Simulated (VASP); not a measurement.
Here is a VASP 6.6.1 calculation.

File INCAR:

```
SYSTEM = CO2
PREC = Accurate
ENCUT = 520
EDIFF = 1E-6
ISMEAR = -1
SIGMA = 0.05
LREAL = Auto
LASPH = .True.
NELM = 60
ALGO = Normal
ISIF = 2
LWAVE = .False.
LCHARG = .False.
GGA = PE
IVDW = 12
NBANDS = 101
```

File KPOINTS:

```
regular mesh
0
Gamma
  1 1 1
  0 0 0
```

POSCAR

```
CO2
1.0
    8.4061180000      0.0000000000      0.0000000000
    0.0000000000      8.4061180000      0.0000000000
    0.0000000000      0.0000000000      8.4061180000
C O
10 20
Direct
    0.5209752535      0.6198164456      0.4216665186
    0.7504477996      0.3089559894      0.5868984753
   -0.0278438737      0.6072211117      0.3459118759
    0.3278008180      0.9789767645      0.9907229880
    0.5692668714      0.3180538251      0.1241272173
    0.0918395619      0.8998293738      0.5878494546
    0.2349484602      0.3220215086      0.6680208618
    0.7450139289      0.9647076983      0.8344880990
    0.9640570095      0.5616974865      0.9095574910
    0.5192830697      1.0078564961      0.4122442897
    0.4370240310      0.6024049546      0.3121188368
    0.6044615762      0.6382252037      0.5315593868
    0.7491704918      0.3099094894      0.7256577979
    0.7511441902      0.3077555592      0.4475040436
    0.0576762078      0.5640554733      0.4472424366
   -0.1139166109      0.6505307405      0.2458740211
    0.2704463792      0.9077459634      1.0954520895
    0.3856933610      1.0500144822      0.8858026203
    0.4543946953      0.2579592790      0.1752894589
    0.6837370521      0.3784455045      0.0739125907
    0.1282580233      0.8571704828      0.7153680065
    0.0554476757      0.9407775922      0.4600717097
    0.1181605760      0.2463891005      0.6679588152
    0.3511219242      0.3984946937      0.6682934894
    0.7422534635      0.9807879289      0.9724088695
    0.7480078686      0.9492564852      0.6959904510
    1.0699823462      0.4876062310      0.9614417885
    0.8592834862      0.6355684346      0.8559062081
    0.6120735029      0.9561383220      0.3226904391
    0.4262074605      1.0581007799      0.5029351695
```

Potentials or basis: VASP PAW PBE potentials, release 64 (C, O).

The run is started by

```console
$ cat potpaw_PBE.64/C/POTCAR potpaw_PBE.64/O/POTCAR > POTCAR
$ mpirun -np 1 vasp_gam > vasp.out
```

(1) Predict the pressure.

(2) Predict the dispersion energy per atom.

(3) What does it give for the largest force?

## Answers

(1) 1.2 GPa.

(2) -0.051 eV.

(3) 0.683 eV/Å.

Caveat: the k points lie up to 0.75 Å⁻¹ apart.
